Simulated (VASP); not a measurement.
A run of VASP 6.6.1:

The input INCAR:

```
SYSTEM = PbSe
PREC     = Accurate       ! precision mode
ENCUT    = 520            ! plane-wave cutoff, eV
EDIFF    = 1E-6           ! SCF threshold, eV
ISMEAR   = 0              ! smearing method
SIGMA    = 0.1            ! smearing width, eV
LREAL    = .FALSE.        ! projectors in reciprocal space
LASPH    = .TRUE.         ! aspherical terms in the spheres
NELM     = 80             ! most SCF steps
ALGO     = Normal         ! electronic algorithm
ISIF     = 2              ! what is computed and relaxed
LWAVE    = .FALSE.        ! write WAVECAR
LCHARG   = .FALSE.        ! write CHGCAR
GGA      = PE             ! functional
NBANDS   = 28             ! bands
```

File KPOINTS:

```
Automatic mesh
0
G
  6 6 4
  0 0 0
```

POSCAR

```
PbSe
1.0
    4.2794811200      0.0000000000      0.0000000000
   -2.1397405600      3.7061393600      0.0000000000
    0.0000000000      0.0000000000      6.0565192900
Pb Se
2 2
Direct
    0.0000000000      0.0000000000      0.5000000000
    0.3333333300      0.6666666700      0.0000000000
    0.6666666700      0.3333333300      0.3225362200
    0.6666666700      0.3333333300      0.6774637800
```

Potentials or basis: VASP PAW PBE potentials, release 64 (Pb_d, Se).

Command:

```bash
$ cat potpaw_PBE.64/Pb_d/POTCAR potpaw_PBE.64/Se/POTCAR > POTCAR
$ mpirun -np 1 vasp_std > vasp.out
```

Hardware: 1 thread of Intel(R) Xeon(R) 6975P-C (Granite Rapids) (shared host).

Estimate the wall time of this run.

Run time: 17 s on 1 thread of Intel(R) Xeon(R) 6975P-C (Granite Rapids), with other jobs on the host, peak memory 0.23 GiB. Counts: scf iterations 12, k points 21.
